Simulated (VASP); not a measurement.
# Sc (Im-3m) in VASP: notebook, part 2 of 2

VASP 6.6.1. The steps go on from the part before.

### 3 Single point, PBE (volume scaled by 0.4)

INCAR

```
SYSTEM = Sc
PREC = Accurate
ENCUT = 520
EDIFF = 1E-6
ISMEAR = -1
SIGMA = 0.05
LREAL = .FALSE.
LASPH = .TRUE.
NELM = 100
ALGO = Normal
ISIF = 2
LWAVE = .FALSE.
LCHARG = .FALSE.
GGA = PE
NBANDS = 12
```

KPOINTS

```
Automatic mesh
0
G
  16 16 16
  0 0 0
```

POSCAR

```
Sc
1.0
   -1.3552740570      1.3552740570      1.3552740570
    1.3552740570     -1.3552740570      1.3552740570
    1.3552740570      1.3552740570     -1.3552740570
Sc
1
Direct
    0.0000000000      0.0000000000      0.0000000000
```

Potentials or basis: VASP PAW PBE potentials, release 64 (Sc_sv).

Launch:

```console
$ cat potpaw_PBE.64/Sc_sv/POTCAR > POTCAR
$ mpirun -np 1 vasp_std > vasp.out
```

OUTCAR:

```text
SYSTEM = Sc
   PREC = Accurate
   ENCUT = 520
   EDIFF = 1E-6
   ISMEAR = -1
   LREAL = .FALSE.
   LASPH = .TRUE.
   NELM = 100
   ISIF = 2
   GGA = PE

 ion  position               nearest neighbor table
   1  0.000  0.000  0.000-

  LATTYP: Found a body centered cubic cell.
 ALAT       =     2.7105481140

  Lattice vectors:

 A1 = (  -1.3552740570,   1.3552740570,   1.3552740570)
 A2 = (   1.3552740570,  -1.3552740570,   1.3552740570)
 A3 = (   1.3552740570,   1.3552740570,  -1.3552740570)

Analysis of symmetry for initial positions (statically):
=====================================================================
 Subroutine PRICEL returns:
 Original cell was already a primitive cell.

 Routine SETGRP: Setting up the symmetry group for a
 body centered cubic supercell.

 Subroutine GETGRP returns: Found 48 space group operations
 (whereof 48 operations were pure point group operations)
 out of a pool of 48 trial point group operations.

The static configuration has the point symmetry O_h .

Analysis of symmetry for dynamics (positions and initial velocities):
=====================================================================
 Subroutine PRICEL returns:
 Original cell was already a primitive cell.

 Routine SETGRP: Setting up the symmetry group for a
 body centered cubic supercell.

 Subroutine GETGRP returns: Found 48 space group operations
 (whereof 48 operations were pure point group operations)
 out of a pool of 48 trial point group operations.

The dynamic configuration has the point symmetry O_h .

 Subroutine INISYM returns: Found 48 space group operations
 (whereof 48 operations are pure point group operations),
 and found     1 'primitive' translations

----------------------------------------------------------------------------------------

[... 109 lines left out ...]
     AMIX     =   0.40;   BMIX     =  1.00
     AMIX_MAG =   1.60;   BMIX_MAG =  1.00
  volume/ion in A,a.u.               =       9.96        67.20
  Fermi-wavevector in a.u.,A,eV,Ry     =   1.692357  3.198091 38.968060  2.864072
  Thomas-Fermi vector in A             =   2.773958
   LORBIT       =      0    0 simple, 1 ext, 2 COOP (PROOUT), +10 PAW based schemes
   GGA     = PE    functional components
   LHFCALC =     F    Hartree Fock is set to
   AEXX    =    0.0000 exact exchange contribution
   IVDW    =     0    specifies the selected vdW correction
   LEPSILON=     F    determine dielectric tensor
   LRPA    =     F    only Hartree local field effects (RPA)
 non-spin polarized calculation
  energy-cutoff  :      520.00
  volume of cell :        9.96
 maximum number of plane-waves:       277
 NGX is ok and might be reduce to    18
   NGX =  9   NGY =  9   NGZ =  9

 number of electron      11.0000003 magnetization

 Free energy of the ion-electron system (eV)
  ---------------------------------------------------
  ext. energy  EPLUGINS =         0.00000000
  ---------------------------------------------------
  free energy    TOTEN  =        -1.67574602 eV

  energy without entropy =       -1.66185799  energy(sigma->0) =       -1.66880200

 E-fermi :  10.8256     XC(G=0): -14.2758

 val. band max:       10.8144583814   @ k =   0.1875   0.1875   0.1875
 cond. band min:      10.8284450446   @ k =   0.3125   0.0000   0.0000
 fundamental gap:      0.0139866632
 Fermi energy:        10.8255813693

 k-point     1 :       0.0000    0.0000    0.0000
  band No.  band energies     occupation
      1     -38.1890      2.00000
      2     -13.4628      2.00000
      3     -13.4628      2.00000
      4     -13.4628      2.00000
      5       7.2872      2.00000
      6      13.2928      0.00000
      7      13.2928      0.00000
      8      13.2928      0.00000
      9      17.0252      0.00000
     10      17.0252      0.00000
     11      32.7002      0.00000
     12      32.7002      0.00000
[... 331 lines left out ...]
 k-point    24 :       0.2500    0.1875    0.0000
  band No.  band energies     occupation
      1     -36.6909      2.00000
      2     -17.4418      2.00000
      3     -15.1518      2.00000
      4     -13.9412      2.00000
      5       9.4784      2.00000
      6      10.7396      1.69629
      7      13.3903      0.00000
      8      16.4873      0.00000
      9      18.5812      0.00000
     10      21.6749      0.00000
     11      31.7061      0.00000
     12      32.6380      0.00000

 [... further k-points ...]
[... 5 lines left out ...]
  --------------------------------------------------------------------------------------
  -------------------------------------------------------------------------------------
  Total       10.5451338     10.5451338     10.5451338      0.0000000      0.0000000     -0.0000000
  in kB     1696.7634836   1696.7634836   1696.7634836      0.0000000      0.0000000     -0.0000000
  external PRESSURE =    1696.7634836 kB  Pullay stress =       0.0000000 kB

 VOLUME and BASIS-vectors are now :
 -----------------------------------------------------------------------------
  energy-cutoff  :      520.00
  volume of cell :        9.96
      direct lattice vectors                 reciprocal lattice vectors
    -1.355274057  1.355274057  1.355274057     0.000000000  0.368929072  0.368929072
     1.355274057 -1.355274057  1.355274057     0.368929072  0.000000000  0.368929072
     1.355274057  1.355274057 -1.355274057     0.368929072  0.368929072  0.000000000

 POSITION                                       TOTAL-FORCE (eV/Angst)
 -----------------------------------------------------------------------------------
      0.00000      0.00000      0.00000         0.000000     -0.000000      0.000000
 -----------------------------------------------------------------------------------
    total drift:                                0.000000      0.000000      0.000000

  FREE ENERGIE OF THE ION-ELECTRON SYSTEM (eV)
  ---------------------------------------------------
  free  energy   TOTEN  =        -1.6757460173 eV

  energy  without entropy=       -1.6618579861  energy(sigma->0) =       -1.66880200
```

OSZICAR:

```text
N       E                     dE             d eps       ncg     rms          rms(c)
DAV:   1     0.621620290973E+02    0.62162E+02   -0.50819E+03  3648   0.104E+03
DAV:   2    -0.111897466612E+01   -0.63281E+02   -0.60804E+02  3480   0.276E+02
DAV:   3    -0.180434993057E+01   -0.68538E+00   -0.67964E+00  3940   0.397E+01
DAV:   4    -0.180967148419E+01   -0.53216E-02   -0.53212E-02  4192   0.275E+00
DAV:   5    -0.180972630207E+01   -0.54818E-04   -0.54817E-04  4476   0.285E-01    0.227E+01
DAV:   6    -0.169935123698E+01    0.11038E+00   -0.10839E-01  3932   0.598E+00    0.117E+01
DAV:   7    -0.167629596391E+01    0.23055E-01   -0.55081E-02  4204   0.412E+00    0.116E+00
DAV:   8    -0.167578733945E+01    0.50862E-03   -0.59434E-03  4016   0.116E+00    0.399E-02
DAV:   9    -0.167575457964E+01    0.32760E-04   -0.51407E-05  4692   0.114E-01    0.133E-02
DAV:  10    -0.167574569506E+01    0.88846E-05   -0.14950E-06  3480   0.185E-02    0.808E-04
DAV:  11    -0.167574601727E+01   -0.32221E-06   -0.63473E-08  1904   0.296E-03
   1 F= -.16757460E+01 E0= -.16688020E+01  d E =-.138880E-01
```

It took 9.7 s on 1 thread of Intel Xeon Platinum 8488C (Sapphire Rapids), shared host; peak memory 0.13 GiB.

Results:

| Item | Value |
| --- | --- |
| Free energy | -1.6757 eV |
| Pressure | 169.7 GPa |

Levels at points of the mesh, in eV from the Fermi level:
| k point | band 2 | band 3 | band 4 | band 5 | band 6 | band 7 | band 8 | band 9 | band 10 | band 11 |
| --- | --- | --- | --- | --- | --- | --- | --- | --- | --- | --- |
| (0.00, 0.00, 0.00) | -24.29 | -24.29 | -24.29 | -3.54 | 2.47 | 2.47 | 2.47 | 6.20 | 6.20 | 21.87 |
| (0.50, 0.00, 0.00) | -29.36 | -25.69 | -24.44 | -3.52 | -0.85 | 6.76 | 7.39 | 7.47 | 10.68 | 18.06 |
| (0.50, 0.50, 0.50) | -27.44 | -27.44 | -27.44 | -4.88 | -4.88 | 9.67 | 9.67 | 9.67 | 17.16 | 17.16 |

### 4 Single point, PBE (volume scaled by 0.5)

INCAR

```
SYSTEM = Sc
PREC     = Accurate       ! precision mode
ENCUT    = 520            ! plane-wave cutoff, eV
EDIFF    = 1E-7           ! SCF threshold, eV
ISMEAR   = -1             ! smearing method
SIGMA    = 0.05           ! smearing width, eV
LREAL    = .False.        ! projectors in reciprocal space
LASPH    = .True.         ! aspherical terms in the spheres
NELM     = 80             ! most SCF steps
ALGO     = Normal         ! electronic algorithm
ISIF     = 2              ! what is computed and relaxed
LWAVE    = .False.        ! write WAVECAR
LCHARG   = .False.        ! write CHGCAR
GGA      = PE             ! functional
NBANDS   = 12             ! bands
```

KPOINTS

```
regular mesh
0
Gamma
  16 16 16
  0 0 0
```

POSCAR

```
Sc
1.0
   -1.4599247214      1.4599247214      1.4599247214
    1.4599247214     -1.4599247214      1.4599247214
    1.4599247214      1.4599247214     -1.4599247214
Sc
1
Direct
    0.0000000000      0.0000000000      0.0000000000
```

Potentials or basis: VASP PAW PBE potentials, release 64 (Sc_sv).

Launch:

```console
$ cat potpaw_PBE.64/Sc_sv/POTCAR > POTCAR
$ mpirun -np 1 vasp_std > vasp.out
```

OUTCAR:

```text
SYSTEM = Sc
   PREC = Accurate
   ENCUT = 520
   EDIFF = 1E-7
   ISMEAR = -1
   LREAL = .False.
   LASPH = .True.
   NELM = 80
   ISIF = 2
   GGA = PE

 ion  position               nearest neighbor table
   1  0.000  0.000  0.000-

  LATTYP: Found a body centered cubic cell.
 ALAT       =     2.9198494428

  Lattice vectors:

 A1 = (  -1.4599247214,   1.4599247214,   1.4599247214)
 A2 = (   1.4599247214,  -1.4599247214,   1.4599247214)
 A3 = (   1.4599247214,   1.4599247214,  -1.4599247214)

Analysis of symmetry for initial positions (statically):
=====================================================================
 Subroutine PRICEL returns:
 Original cell was already a primitive cell.

 Routine SETGRP: Setting up the symmetry group for a
 body centered cubic supercell.

 Subroutine GETGRP returns: Found 48 space group operations
 (whereof 48 operations were pure point group operations)
 out of a pool of 48 trial point group operations.

The static configuration has the point symmetry O_h .

Analysis of symmetry for dynamics (positions and initial velocities):
=====================================================================
 Subroutine PRICEL returns:
 Original cell was already a primitive cell.

 Routine SETGRP: Setting up the symmetry group for a
 body centered cubic supercell.

 Subroutine GETGRP returns: Found 48 space group operations
 (whereof 48 operations were pure point group operations)
 out of a pool of 48 trial point group operations.

The dynamic configuration has the point symmetry O_h .

 Subroutine INISYM returns: Found 48 space group operations
 (whereof 48 operations are pure point group operations),
 and found     1 'primitive' translations

----------------------------------------------------------------------------------------

                                     Primitive cell
[... 107 lines left out ...]
   IMIX   =      4    mixing-type and parameters
     AMIX     =   0.40;   BMIX     =  1.00
     AMIX_MAG =   1.60;   BMIX_MAG =  1.00
  volume/ion in A,a.u.               =      12.45        83.99
  Fermi-wavevector in a.u.,A,eV,Ry     =   1.571045  2.968844 33.581656  2.468182
  Thomas-Fermi vector in A             =   2.672688
   LORBIT       =      0    0 simple, 1 ext, 2 COOP (PROOUT), +10 PAW based schemes
   GGA     = PE    functional components
   LHFCALC =     F    Hartree Fock is set to
   AEXX    =    0.0000 exact exchange contribution
   IVDW    =     0    specifies the selected vdW correction
   LEPSILON=     F    determine dielectric tensor
   LRPA    =     F    only Hartree local field effects (RPA)
 non-spin polarized calculation
  energy-cutoff  :      520.00
  volume of cell :       12.45
 maximum number of plane-waves:       370
   NGX =  9   NGY =  9   NGZ =  9

 number of electron      11.0000001 magnetization

 Free energy of the ion-electron system (eV)
  ---------------------------------------------------
  ext. energy  EPLUGINS =         0.00000000
  ---------------------------------------------------
  free energy    TOTEN  =        -3.70559949 eV

  energy without entropy =       -3.69323307  energy(sigma->0) =       -3.69941628

 E-fermi :   8.7836     XC(G=0): -13.0328

 val. band max:        8.7802742278   @ k =   0.1875   0.1875   0.0625
 cond. band min:       8.7913961667   @ k =   0.3750   0.2500  -0.0000
 fundamental gap:      0.0111219389
 Fermi energy:         8.7835979926

 k-point     1 :       0.0000    0.0000    0.0000
  band No.  band energies     occupation
      1     -39.7256      2.00000
      2     -16.5909      2.00000
      3     -16.5909      2.00000
      4     -16.5909      2.00000
      5       3.7567      2.00000
      6      11.0870      0.00000
      7      11.0870      0.00000
      8      11.0870      0.00000
      9      14.0860      0.00000
     10      14.0860      0.00000
     11      28.3216      0.00000
     12      28.3216      0.00000
[... 331 lines left out ...]
 k-point    24 :       0.2500    0.1875   -0.0000
  band No.  band energies     occupation
      1     -38.9688      2.00000
      2     -18.9442      2.00000
      3     -17.5494      2.00000
      4     -16.8587      2.00000
      5       7.3034      2.00000
      6       8.7730      1.10557
      7      10.0663      0.00000
      8      13.6058      0.00000
      9      15.1581      0.00000
     10      17.2448      0.00000
     11      26.1666      0.00000
     12      26.7470      0.00000

 [... further k-points ...]
[... 5 lines left out ...]
  --------------------------------------------------------------------------------------
  -------------------------------------------------------------------------------------
  Total        7.5633081      7.5633081      7.5633081      0.0000000      0.0000000     -0.0000000
  in kB      973.5785494    973.5785494    973.5785494      0.0000000      0.0000000     -0.0000000
  external PRESSURE =     973.5785494 kB  Pullay stress =       0.0000000 kB

 VOLUME and BASIS-vectors are now :
 -----------------------------------------------------------------------------
  energy-cutoff  :      520.00
  volume of cell :       12.45
      direct lattice vectors                 reciprocal lattice vectors
    -1.459924721  1.459924721  1.459924721     0.000000000  0.342483412  0.342483412
     1.459924721 -1.459924721  1.459924721     0.342483412  0.000000000  0.342483412
     1.459924721  1.459924721 -1.459924721     0.342483412  0.342483412  0.000000000

 POSITION                                       TOTAL-FORCE (eV/Angst)
 -----------------------------------------------------------------------------------
      0.00000      0.00000      0.00000         0.000000     -0.000000     -0.000000
 -----------------------------------------------------------------------------------
    total drift:                                0.000000     -0.000000     -0.000000

  FREE ENERGIE OF THE ION-ELECTRON SYSTEM (eV)
  ---------------------------------------------------
  free  energy   TOTEN  =        -3.7055994879 eV

  energy  without entropy=       -3.6932330702  energy(sigma->0) =       -3.69941628
```

Run time: 13 s. Hardware: 1 thread of Intel Xeon Platinum 8488C (Sapphire Rapids), shared host; peak memory 0.14 GiB.

Results:

- Free energy: -3.7056 eV
- Pressure: 97.4 GPa

Levels at points of the mesh, in eV from the Fermi level:
```csv
k point,band 3,band 4,band 5,band 6,band 7,band 8,band 9,band 10
"(0.00, 0.00, 0.00)",-25.37,-25.37,-5.03,2.30,2.30,2.30,5.30,5.30
"(0.50, 0.00, 0.00)",-26.22,-25.44,-3.03,-0.33,4.39,5.61,6.23,8.68
"(0.50, 0.50, 0.50)",-27.26,-27.26,-3.59,-3.59,7.92,7.92,7.92,13.22
```

### 5 Single point, PBE (volume scaled by 0.5)

INCAR

```
ALGO = Normal ; EDIFF = 1E-6
ENCUT = 520 ; GGA = PE
ISIF = 2 ; ISMEAR = -1
LASPH = T ; LCHARG = F
LREAL = F ; LWAVE = F
NBANDS = 12 ; NELM = 100
PREC = Accurate ; SIGMA = 0.05
```

KPOINTS

```
k-points
0
Gamma
  16 16 16
```

POSCAR is that of step 4.

Launch:

```console
$ cat potpaw_PBE.64/Sc_sv/POTCAR > POTCAR
$ mpirun -np 1 vasp_std > vasp.out
```

It took 12 s on 1 thread of Intel Xeon Platinum 8488C (Sapphire Rapids), shared host; peak memory 0.14 GiB.

Results (log left out):

- Free energy: -3.7056 eV
- Pressure: 97.4 GPa

Levels at points of the mesh, in eV from the Fermi level:
| k point | band 3 | band 4 | band 5 | band 6 | band 7 | band 8 | band 9 | band 10 |
| --- | --- | --- | --- | --- | --- | --- | --- | --- |
| (0.00, 0.00, 0.00) | -25.37 | -25.37 | -5.03 | 2.30 | 2.30 | 2.30 | 5.30 | 5.30 |
| (0.50, 0.00, 0.00) | -26.22 | -25.44 | -3.03 | -0.33 | 4.39 | 5.61 | 6.23 | 8.68 |
| (0.50, 0.50, 0.50) | -27.26 | -27.26 | -3.59 | -3.59 | 7.92 | 7.92 | 7.92 | 13.22 |
